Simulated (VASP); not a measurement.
# Zn (P6_3/mmc) in VASP: a series of runs

Zn is run at these levels: PBE; tasks: single point, relaxation of cell and atoms.

All numbers are computed with VASP 6.6.1; they aren't measurements. Logs are shortened: lines on timing, memory, paths and dates and some standing lists are left out, and cuts for length are marked.

## 1. The cell of the first run

The structure is hexagonal, space group P6_3/mmc (No. 194). Conventional cell: a = 2.752 Å, b = 2.752 Å, c = 4.534 Å, α = 90.00°, β = 90.00°, γ = 120.00°. Within 3.6 Å of Zn (site symmetry -6m2) lie 12 Zn at 2.75 to 2.77 Å.

## 2. Single point, PBE

Contents of INCAR:

```
ALGO = Normal
EDIFF = 1E-6
ENCUT = 520
GGA = PE
ISIF = 2
ISMEAR = 1
LASPH = T
LCHARG = F
LREAL = F
LWAVE = F
NBANDS = 19
NELM = 80
PREC = Accurate
SIGMA = 0.1
```

Contents of KPOINTS:

```
k-points
0
Gamma
  8 8 5
```

Contents of POSCAR:

```
Zn
1.0
    2.7520268212      0.0000000000      0.0000000000
   -1.3760134106      2.3833251391      0.0000000000
    0.0000000000      0.0000000000      4.5343120736
Zn
2
Direct
    0.3333333333      0.6666666667      0.2500000000
    0.6666666667      0.3333333333      0.7500000000
```

Potentials or basis: VASP PAW PBE potentials, release 64 (Zn).

Command:

```bash
> cat potpaw_PBE.64/Zn/POTCAR > POTCAR
> mpirun -np 1 vasp_std > vasp.out
```

OUTCAR:

```text
EDIFF = 1E-6
   ENCUT = 520
   GGA = PE
   ISIF = 2
   ISMEAR = 1
   LASPH = T
   LREAL = F
   NELM = 80
   PREC = Accurate

 ion  position               nearest neighbor table
   1  0.333  0.667  0.250-   2 2.77   2 2.77   2 2.77   2 2.77   2 2.77   2 2.77
   2  0.667  0.333  0.750-   1 2.77   1 2.77   1 2.77   1 2.77   1 2.77   1 2.77

  LATTYP: Found a hexagonal cell.
 ALAT       =     2.7520268212
 C/A-ratio  =     1.6476264107

  Lattice vectors:

 A1 = (   2.7520268212,   0.0000000000,   0.0000000000)
 A2 = (  -1.3760134106,   2.3833251391,   0.0000000000)
 A3 = (   0.0000000000,   0.0000000000,   4.5343120736)

Analysis of symmetry for initial positions (statically):
=====================================================================
 Subroutine PRICEL returns:
 Original cell was already a primitive cell.

 Routine SETGRP: Setting up the symmetry group for a
 hexagonal supercell.

 Subroutine GETGRP returns: Found 24 space group operations
 (whereof 12 operations were pure point group operations)
 out of a pool of 24 trial point group operations.

The static configuration has the point symmetry D_3d.
 The point group associated with its full space group is D_6h.

Analysis of symmetry for dynamics (positions and initial velocities):
=====================================================================
 Subroutine PRICEL returns:
 Original cell was already a primitive cell.

 Routine SETGRP: Setting up the symmetry group for a
 hexagonal supercell.

 Subroutine GETGRP returns: Found 24 space group operations
 (whereof 12 operations were pure point group operations)
 out of a pool of 24 trial point group operations.

The dynamic configuration has the point symmetry D_3d.
 The point group associated with its full space group is D_6h.

 Subroutine INISYM returns: Found 24 space group operations
 (whereof 12 operations are pure point group operations),
 and found     1 'primitive' translations

----------------------------------------------------------------------------------------

                                     Primitive cell

  volume of cell :      29.7404

  direct lattice vectors                    reciprocal lattice vectors
     2.752026821  0.000000000  0.000000000     0.363368552  0.209790931  0.000000000
[... 74 lines left out ...]
   NGX,Y,Z   is equivalent  to a cutoff of  12.08, 12.08, 13.20 a.u.
   NGXF,Y,Z  is equivalent  to a cutoff of  24.16, 24.16, 26.40 a.u.
 SYSTEM =  unknown system
   PREC   = accura    normal or accurate (medium, high low for compatibility)
   ISTART =      0    job   : 0-new  1-cont  2-samecut
   ICHARG =      2    charge: 1-file 2-atom 10-const
   ISPIN  =      1    spin polarized calculation?
   LNONCOLLINEAR =      F non collinear calculations
   LSORBIT =      F    spin-orbit coupling
   LASPH  =      T    aspherical Exc in radial PAW
   ENCUT  =  520.0 eV  38.22 Ry    6.18 a.u.   5.12  5.12  8.43*2*pi/ulx,y,z
   NELM   =     80;   NELMIN=  2; NELMDL= -5     # of ELM steps
   EDIFF  = 0.1E-05   stopping-criterion for ELM
   LREAL  =      F    real-space projection
   EDIFFG = 0.1E-04   stopping-criterion for IOM
   NSW    =      0    number of steps for IOM
   IBRION =     -1    ionic relax: 0-MD 1-quasi-New 2-CG
   NFREE  =      0    steps in history (QN), initial steepest desc. (CG)
   ISIF   =      2    stress and relaxation
   ISYM   =      2    0-nonsym 1-usesym 2-fastsym
   POTIM  = 0.5000    time-step for ionic-motion
   TEBEG  =    0.0;   TEEND  =   0.0 temperature during run
   PSTRESS=    0.0 pullay stress
   NELECT =      24.0000    total number of electrons
   NUPDOWN=      -1.0000    fix difference up-down
   EMIN   =  10.00;   EMAX   =-10.00  energy-range for DOS
   EFERMI =   0.00;   METHOD = LEGACY
   ISMEAR =     1;   SIGMA  =   0.10  broadening in eV -4-tet -1-fermi 0-gaus
   EFERMI_NEDOS =   21; number of points for ismear=-14 and -15
   IALGO  =     38    algorithm
   IMIX   =      4    mixing-type and parameters
     AMIX     =   0.40;   BMIX     =  1.00
     AMIX_MAG =   1.60;   BMIX_MAG =  1.00
  volume/ion in A,a.u.               =      14.87       100.35
  Fermi-wavevector in a.u.,A,eV,Ry     =   1.524156  2.880237 31.607040  2.323052
  Thomas-Fermi vector in A             =   2.632501
   LORBIT       =      0    0 simple, 1 ext, 2 COOP (PROOUT), +10 PAW based schemes
   GGA     = PE    functional components
   LHFCALC =     F    Hartree Fock is set to
   AEXX    =    0.0000 exact exchange contribution
   IVDW    =     0    specifies the selected vdW correction
   LEPSILON=     F    determine dielectric tensor
   LRPA    =     F    only Hartree local field effects (RPA)
 non-spin polarized calculation
 Methfessel and Paxton  Order N= 1 SIGMA  =   0.10
  energy-cutoff  :      520.00
  volume of cell :       29.74
 maximum number of plane-waves:       809
   NGX = 11   NGY = 11   NGZ = 17

 number of electron      24.0000012 magnetization

 Free energy of the ion-electron system (eV)
  ---------------------------------------------------
  ext. energy  EPLUGINS =         0.00000000
  ---------------------------------------------------
  free energy    TOTEN  =        -2.23357606 eV

  energy without entropy =       -2.23386715  energy(sigma->0) =       -2.23367309

 E-fermi :   3.3538     XC(G=0): -11.6848

 val. band max:        3.3099036396   @ k =   0.5000   0.0000   0.4000
 cond. band min:       3.4686881733   @ k =   0.5000   0.0000   0.4000
 fundamental gap:      0.1587845337
 Fermi energy:         3.3537633393

 k-point     1 :       0.0000    0.0000    0.0000
  band No.  band energies     occupation
      1      -7.2907      2.00000
      2      -5.2380      2.00000
      3      -4.4837      2.00000
      4      -4.4215      2.00000
      5      -4.4215      2.00000
      6      -4.3343      2.00000
[... 505 lines left out ...]
      6      -4.0436      2.00000
[... 11 lines left out ...]
     18      15.5833      0.00000
     19      17.2439      0.00000

 [... further k-points ...]
[... 5 lines left out ...]
  --------------------------------------------------------------------------------------
  -------------------------------------------------------------------------------------
  Total        0.0815331      0.0815331      0.0603841      0.0000000      0.0000000      0.0000000
  in kB        4.3923504      4.3923504      3.2530143      0.0000000      0.0000000      0.0000000
  external PRESSURE =       4.0125717 kB  Pullay stress =       0.0000000 kB

 VOLUME and BASIS-vectors are now :
 -----------------------------------------------------------------------------
  energy-cutoff  :      520.00
  volume of cell :       29.74
      direct lattice vectors                 reciprocal lattice vectors
     2.752026821  0.000000000  0.000000000     0.363368552  0.209790931  0.000000000
    -1.376013411  2.383325139  0.000000000     0.000000000  0.419581862  0.000000000
     0.000000000  0.000000000  4.534312074     0.000000000  0.000000000  0.220540621

 POSITION                                       TOTAL-FORCE (eV/Angst)
 -----------------------------------------------------------------------------------
     -0.00000      1.58888      1.13358        -0.000000      0.000000      0.000000
      1.37601      0.79444      3.40073         0.000000      0.000000      0.000000
 -----------------------------------------------------------------------------------
    total drift:                               -0.000000      0.000000     -0.000000

  FREE ENERGIE OF THE ION-ELECTRON SYSTEM (eV)
  ---------------------------------------------------
  free  energy   TOTEN  =        -2.2335760617 eV

  energy  without entropy=       -2.2338671462  energy(sigma->0) =       -2.23367309
```

Run time: 16 s. Hardware: 1 thread of AMD EPYC 7R43 (Zen 3), shared host; peak memory 0.1 GiB.

What came out:

| Property | Result |
| --- | --- |
| Free energy | -2.2336 eV |
| Pressure | 0.4 GPa |
| Band gap on the k mesh | zero (band 12 reaches 5.00 eV, above the bottom of band 13 at 1.75 eV) |

Levels at points of the mesh, in eV from the Fermi level:
| k point | band 8 | band 9 | band 10 | band 11 | band 12 | band 13 | band 14 | band 15 | band 16 | band 17 |
| --- | --- | --- | --- | --- | --- | --- | --- | --- | --- | --- |
| (0.00, 0.00, 0.00) | -7.55 | -7.55 | -7.18 | -7.18 | -3.17 | -1.60 | 15.24 | 15.24 | 17.17 | 17.17 |
| (0.50, 0.00, 0.00) | -7.12 | -7.12 | -7.07 | -3.39 | -2.86 | 3.53 | 3.58 | 4.94 | 5.97 | 8.52 |

## 3. Single point, PBE

Contents of INCAR:

```
SYSTEM = Zn
ALGO = Normal
EDIFF = 1E-7
ENCUT = 520
GGA = PE
ISIF = 2
ISMEAR = 1
LASPH = .True.
LCHARG = .True.
LELF = .True.
LREAL = .False.
LVHAR = .True.
LWAVE = .False.
NBANDS = 19
NELM = 60
PREC = Accurate
SIGMA = 0.1
```

Contents of KPOINTS:

```
k-points
0
Gamma
  8 8 5
  0 0 0
```

POSCAR is that of step 2.

Potentials or basis: VASP PAW PBE potentials, release 64 (Zn).

Command:

```bash
> cat potpaw_PBE.64/Zn/POTCAR > POTCAR
> mpirun -np 1 vasp_std > vasp.out
```

Wall time 19 s (1 thread of AMD EPYC 7R43 (Zen 3), shared host); peak memory 0.1 GiB.

The run converged. Its results:

| Item | Value |
| --- | --- |
| Free energy | -2.2336 eV |
| Pressure | 0.4 GPa |
| Band gap on the k mesh | zero (band 12 reaches 5.00 eV, above the bottom of band 13 at 1.75 eV) |

Stress tensor (GPa, compression positive):
```
0.43 0.00 0.00
0.00 0.43 0.00
0.00 0.00 0.32
```

Levels at points of the mesh, in eV from the Fermi level:
```
           k point  band 10  band 11  band 12  band 13  band 14  band 15
(0.00, 0.00, 0.00)    -7.18    -7.18    -3.17    -1.60    15.24    15.24
(0.50, 0.00, 0.00)    -7.07    -3.39    -2.86     3.53     3.58     4.94
```

## 4. Relaxation of cell and atoms, PBE

Contents of INCAR:

```
SYSTEM = Zn
PREC = Accurate
ENCUT = 600
EDIFF = 1E-6
ISMEAR = 1
SIGMA = 0.1
LREAL = .FALSE.
LASPH = .TRUE.
NELM = 60
ALGO = Normal
ISIF = 3
LWAVE = .FALSE.
LCHARG = .FALSE.
GGA = PE
IBRION = 2
NSW = 80
EDIFFG = -0.02
```

Contents of KPOINTS:

```
regular mesh
0
G
  8 8 5
  0 0 0
```

POSCAR is that of step 3.

Command:

```bash
> cat potpaw_PBE.64/Zn/POTCAR > POTCAR
> mpirun -np 1 vasp_std > vasp.out
```

Wall time 33 s (1 thread of AMD EPYC 7R43 (Zen 3), shared host); peak memory 0.12 GiB.

The run converged. Its results:

```yaml
Free_energy: -2.2332 eV
Relaxed_volume: 14.94 Å³/atom
Relaxed_cell: a = 2.757 Å, b = 2.757 Å, c = 4.540 Å, α = 90.00°, β = 90.00°, γ = 120.00°
Space_group_after_relaxing_to_0.05_Å: P6_3/mmc (No. 194)
Energy_gained_by_relaxing: 0.1 meV/atom
Ionic_steps: 2
Pressure_after_relaxing: -0.1 GPa
Band_gap_on_the_k_mesh: zero (band 12 reaches 4.96 eV, above the bottom of band 13 at 1.72 eV)
```

Stress tensor (GPa, compression positive):
```
-0.03  0.00  0.00
 0.00 -0.03  0.00
 0.00  0.00 -0.12
```

The path:
```tsv
step	energy change (eV)	largest force (eV/Å)	pressure (GPa)	volume (Å³)
1	0.0000	0.0000	0.35	29.74
2	-0.0001	0.0000	-0.06	29.88
```

Final structure:
```cif
data_structure
_symmetry_space_group_name_H-M 'P 1'
_symmetry_Int_Tables_number 1
_cell_length_a 2.7567
_cell_length_b 2.7567
_cell_length_c 4.5399
_cell_angle_alpha 90.000
_cell_angle_beta 90.000
_cell_angle_gamma 120.000
_cell_volume 29.88
loop_
_atom_site_label
_atom_site_type_symbol
_atom_site_fract_x
_atom_site_fract_y
_atom_site_fract_z
_atom_site_occupancy
Zn1 Zn 0.33333 0.66667 0.25000 1
Zn2 Zn 0.66667 0.33333 0.75000 1
```

Levels at points of the mesh, in eV from the Fermi level:
| k point | band 8 | band 9 | band 10 | band 11 | band 12 | band 13 | band 14 | band 15 | band 16 |
| --- | --- | --- | --- | --- | --- | --- | --- | --- | --- |
| (0.00, 0.00, 0.00) | -7.53 | -7.53 | -7.17 | -7.17 | -3.14 | -1.60 | 15.18 | 15.18 | 17.12 |
| (0.50, 0.00, 0.00) | -7.11 | -7.11 | -7.06 | -3.37 | -2.85 | 3.53 | 3.58 | 4.92 | 5.96 |

## 5. Relaxation of cell and atoms, PBE

This run uses another cell than the first one, of 15.36 Å³/atom, 1.033 times its volume.

Contents of INCAR:

```
SYSTEM = Zn
PREC = Accurate ; ENCUT = 600
EDIFF = 1E-6 ; ISMEAR = 1
SIGMA = 0.1 ; LREAL = .False.
LASPH = .True. ; NELM = 80
ALGO = Normal ; ISIF = 3
LWAVE = .False. ; LCHARG = .False.
GGA = PE ; IBRION = 2
NSW = 80 ; EDIFFG = -0.02
```

Contents of KPOINTS:

```
Automatic mesh
0
Gamma
  8 8 5
  0 0 0
```

Contents of POSCAR:

```
Zn
1.0
    2.7900000000      0.0000000000      0.0000000000
   -1.3950000000      2.4162108766      0.0000000000
    0.0000000000      0.0000000000      4.5560700000
Zn
2
Direct
    0.3333333333      0.6666666667      0.2500000000
    0.6666666667      0.3333333333      0.7500000000
```

Command:

```bash
> cat potpaw_PBE.64/Zn/POTCAR > POTCAR
> mpirun -np 1 vasp_std > vasp.out
```

Wall time 1.9 min (1 thread of AMD EPYC 7R43 (Zen 3), shared host); peak memory 0.12 GiB.

The run converged. Its results:

```yaml
Free_energy: -2.2337 eV
Relaxed_volume: 14.94 Å³/atom
Relaxed_cell: a = 2.758 Å, b = 2.758 Å, c = 4.538 Å, α = 90.00°, β = 90.00°, γ = 120.00°
Space_group_after_relaxing_to_0.05_Å: P6_3/mmc (No. 194)
Energy_gained_by_relaxing: 2.7 meV/atom
Ionic_steps: 8
Pressure_after_relaxing: 0.0 GPa
Band_gap_on_the_k_mesh: zero (band 12 reaches 4.95 eV, above the bottom of band 13 at 1.72 eV)
```

The path:
```csv
step,energy change (eV),largest force (eV/Å),pressure (GPa),volume (Å³)
1,0.0000,0.0000,-1.83,30.71
2,-0.0053,0.0000,-0.19,29.94
3,-0.0053,0.0000,0.08,29.84
4,-0.0054,0.0000,0.09,29.86
5,-0.0053,0.0000,-0.01,29.90
6,-0.0053,0.0000,-0.01,29.87
7,-0.0055,0.0000,-0.29,29.88
8,-0.0055,0.0000,0.03,29.88
```

Final structure:
```xyz
2
Lattice="2.7576 0.0000 0.0000 -1.3788 2.3881 0.0000 0.0000 0.0000 4.5381" Properties=species:S:1:pos:R:3 pbc="T T T"
Zn    0.0000    1.5921    1.1345
Zn    1.3788    0.7960    3.4036
```

Levels at points of the mesh, in eV from the Fermi level:
```csv
k point,band 9,band 10,band 11,band 12,band 13,band 14,band 15,band 16
"(0.00, 0.00, 0.00)",-7.53,-7.17,-7.17,-3.14,-1.59,15.17,15.17,17.10
"(0.50, 0.00, 0.00)",-7.11,-7.06,-3.37,-2.86,3.53,3.58,4.92,5.96
```

## 6. The runs side by side

| task | cell | cutoff (eV) | gap on the mesh (eV) | pressure (GPa) | relaxed volume (Å³/atom) |
| --- | --- | --- | --- | --- | --- |
| single point | a = 2.752, b = 2.752, c = 4.534 Å, angles 90.0, 90.0, 120.0°, 2 atoms | 520 | none | 0.4 | - |
| relaxation of cell and atoms | relaxed from a = 2.752, b = 2.752, c = 4.534 Å, angles 90.0, 90.0, 120.0°, 2 atoms | 600 | none | -0.1 | 14.94 |
| relaxation of cell and atoms | relaxed from a = 2.790, b = 2.790, c = 4.556 Å, angles 90.0, 90.0, 120.0°, 2 atoms | 600 | none | 0.0 | 14.94 |

Alike in all rows: level PBE; potentials or basis VASP PAW PBE potentials, release 64 (Zn); no spin polarisation; k mesh 8 × 8 × 5; smearing methfessel-paxton 0.1 eV.

Absolute energies hang on the potentials; compare differences alone.
